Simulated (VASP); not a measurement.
# TaN (P6/mmm) in VASP: further runs, part 2 of 2

VASP 6.6.1. The steps go on from the part before.

## 3. Single point, PBEsol (biaxial strain in the a-b plane: +6.0 %)

INCAR reads:

```
PREC = Accurate ; ENCUT = 520
EDIFF = 1E-7 ; ISMEAR = 0
SIGMA = 0.1 ; LREAL = F
LASPH = T ; NELM = 100
ALGO = Normal ; ISIF = 2
LWAVE = F ; LCHARG = T
GGA = PS ; LELF = T
LVHAR = T ; NBANDS = 33
```

KPOINTS reads:

```
Automatic mesh
0
Gamma
  12 12 12
```

POSCAR reads:

```
TaN
1.0
    5.5173947793      0.0000000000      0.0000000000
   -2.7586973897      4.7782040416      0.0000000000
    0.0000000000      0.0000000000      2.7990582444
Ta N
3 3
Direct
    0.0000000000      0.0000000000      0.0000000000
    0.3333333333      0.6666666667      0.5000000000
    0.6666666667      0.3333333333      0.5000000000
    0.5000000000      0.0000000000      0.0000000000
    0.5000000000      0.5000000000      0.0000000000
    0.0000000000      0.5000000000      0.0000000000
```

Potentials or basis: VASP PAW PBE potentials, release 64 (Ta_pv, N).

Command:

```console
$ cat potpaw_PBE.64/Ta_pv/POTCAR potpaw_PBE.64/N/POTCAR > POTCAR
$ mpirun -np 1 vasp_std > vasp.out
```

OUTCAR:

```text
PREC = Accurate
   ENCUT = 520
   EDIFF = 1E-7
   ISMEAR = 0
   LREAL = F
   LASPH = T
   NELM = 100
   ISIF = 2
   GGA = PS

 ion  position               nearest neighbor table
   1  0.000  0.000  0.000-   2 3.48   3 3.48   2 3.48   3 3.48   3 3.48   3 3.48   2 3.48   2 3.48
                             3 3.48   3 3.48   2 3.48   2 3.48
   2  0.333  0.667  0.500-   6 2.12   6 2.12   4 2.12   4 2.12   5 2.12   5 2.12   3 3.19   3 3.19
                             3 3.19   1 3.48   1 3.48   1 3.48   1 3.48   1 3.48   1 3.48
   3  0.667  0.333  0.500-   6 2.12   6 2.12   4 2.12   4 2.12   5 2.12   5 2.12   2 3.19   2 3.19
                             2 3.19   1 3.48   1 3.48   1 3.48   1 3.48   1 3.48   1 3.48
   4  0.500  0.000  0.000-   2 2.12   3 2.12   2 2.12   3 2.12
   5  0.500  0.500  0.000-   2 2.12   3 2.12   2 2.12   3 2.12
   6  0.000  0.500  0.000-   2 2.12   3 2.12   2 2.12   3 2.12

  LATTYP: Found a hexagonal cell.
 ALAT       =     5.5173947793
 C/A-ratio  =     0.5073152015

  Lattice vectors:

 A1 = (   5.5173947793,   0.0000000000,   0.0000000000)
 A2 = (  -2.7586973897,   4.7782040416,   0.0000000000)
 A3 = (   0.0000000000,   0.0000000000,   2.7990582444)

Analysis of symmetry for initial positions (statically):
=====================================================================
[... 184 lines left out ...]
 cond. band min:       7.1134995312   @ k =   0.0833   0.0833   0.2500
 fundamental gap:      0.0553523621
 Fermi energy:         7.0987204303

 k-point     1 :       0.0000    0.0000    0.0000
  band No.  band energies     occupation
      1     -28.9849      2.00000
      2     -28.9849      2.00000
      3     -28.7231      2.00000
      4     -28.7231      2.00000
      5     -28.3705      2.00000
      6     -28.3705      2.00000
[... 853 lines left out ...]
     32       9.9845      0.00000
     33      10.7428      0.00000

 [... further k-points ...]
[... 5 lines left out ...]
  --------------------------------------------------------------------------------------
  -------------------------------------------------------------------------------------
  Total      -11.1494362    -11.1494362      3.9728139      0.0000000     -0.0000000      0.0000000
  in kB     -242.0765960   -242.0765960     86.2577481      0.0000000     -0.0000000      0.0000000
  external PRESSURE =    -132.6318146 kB  Pullay stress =       0.0000000 kB

 VOLUME and BASIS-vectors are now :
 -----------------------------------------------------------------------------
  energy-cutoff  :      520.00
  volume of cell :       73.79
      direct lattice vectors                 reciprocal lattice vectors
     5.517394779  0.000000000  0.000000000     0.181244961  0.104641827  0.000000000
    -2.758697390  4.778204042  0.000000000     0.000000000  0.209283654  0.000000000
     0.000000000  0.000000000  2.799058244     0.000000000  0.000000000  0.357263019

 POSITION                                       TOTAL-FORCE (eV/Angst)
 -----------------------------------------------------------------------------------
      0.00000      0.00000      0.00000         0.000000      0.000000      0.000000
     -0.00000      3.18547      1.39953         0.000000     -0.000000      0.000000
      2.75870      1.59273      1.39953        -0.000000      0.000000     -0.000000
      2.75870      0.00000      0.00000         0.000000      0.000000      0.000000
      1.37935      2.38910      0.00000         0.000000      0.000000      0.000000
     -1.37935      2.38910      0.00000         0.000000      0.000000      0.000000
 -----------------------------------------------------------------------------------
    total drift:                               -0.000000      0.000000     -0.000000

  FREE ENERGIE OF THE ION-ELECTRON SYSTEM (eV)
  ---------------------------------------------------
  free  energy   TOTEN  =       -67.9909552523 eV

  energy  without entropy=      -67.9872801779  energy(sigma->0) =      -67.98911772
```

OSZICAR:

```text
N       E                     dE             d eps       ncg     rms          rms(c)
DAV:   1     0.433319757919E+03    0.43332E+03   -0.25860E+04  8786   0.150E+03
DAV:   2    -0.491295007103E+02   -0.48245E+03   -0.45978E+03 10114   0.437E+02
DAV:   3    -0.772090095146E+02   -0.28080E+02   -0.27461E+02 10749   0.101E+02
DAV:   4    -0.778406313008E+02   -0.63162E+00   -0.62540E+00 11040   0.146E+01
DAV:   5    -0.778573124843E+02   -0.16681E-01   -0.16646E-01 11219   0.182E+00    0.418E+01
DAV:   6    -0.686717749201E+02    0.91855E+01   -0.46301E+01 11110   0.358E+01    0.180E+01
DAV:   7    -0.682485047737E+02    0.42327E+00   -0.40553E+00 11450   0.137E+01    0.104E+01
DAV:   8    -0.680540339439E+02    0.19447E+00   -0.80053E-01 11033   0.532E+00    0.434E+00
DAV:   9    -0.679932703004E+02    0.60764E-01   -0.12738E-01 10869   0.333E+00    0.552E-01
DAV:  10    -0.679916672961E+02    0.16030E-02   -0.31080E-02 11446   0.877E-01    0.258E-01
DAV:  11    -0.679909983483E+02    0.66895E-03   -0.53343E-03 11073   0.434E-01    0.711E-02
DAV:  12    -0.679909559431E+02    0.42405E-04   -0.34501E-04 11238   0.114E-01    0.262E-02
DAV:  13    -0.679909552484E+02    0.69470E-06   -0.13619E-05 11082   0.249E-02    0.608E-03
DAV:  14    -0.679909555091E+02   -0.26067E-06   -0.11100E-06 11125   0.600E-03    0.328E-03
DAV:  15    -0.679909552502E+02    0.25891E-06   -0.79059E-07 10528   0.510E-03    0.447E-04
DAV:  16    -0.679909552523E+02   -0.21032E-08   -0.28612E-08  6114   0.115E-03
   1 F= -.67990955E+02 E0= -.67989118E+02  d E =-.367507E-02
```

stdout:

```text
POSCAR found type information on POSCAR TaN
 POSCAR found :  2 types and       6 ions
 scaLAPACK will be used
 -----------------------------------------------------------------------------
|                                                                             |
|                                                                             |
|     You enforced a specific xc type in the INCAR file but a different       |
|     I HOPE YOU KNOW WHAT YOU ARE DOING!                                     |
|                                                                             |
 -----------------------------------------------------------------------------

 LDA part: xc-table for (Slater+PW92), standard interpolation
 POSCAR, INCAR and KPOINTS ok, starting setup
 FFT: planning ... GRIDC
 FFT: planning ... GRID_SOFT
 FFT: planning ... GRID
 WAVECAR not read
 entering main loop
```

It took 4.1 min on 1 thread of Intel Xeon Platinum 8488C (Sapphire Rapids), shared host; peak memory 0.38 GiB.

Results:

* Free energy: -67.9910 eV
* Pressure: -13.3 GPa
* Band gap on the k mesh: zero (bands 24 and 25 overlap by 2.19 eV)

Caveat: the cell differs from its parent crystal (biaxial strain in the a-b plane: +6.0 %); the stress differs along the axes, from -24 to 9 GPa; the PAW data sets were made with another functional, which shifts forces and pressure a little; spin-orbit coupling is left out, which moves the levels of the heavy elements.

The gap in the log of VASP goes by the Fermi energy; the results here count the filled bands.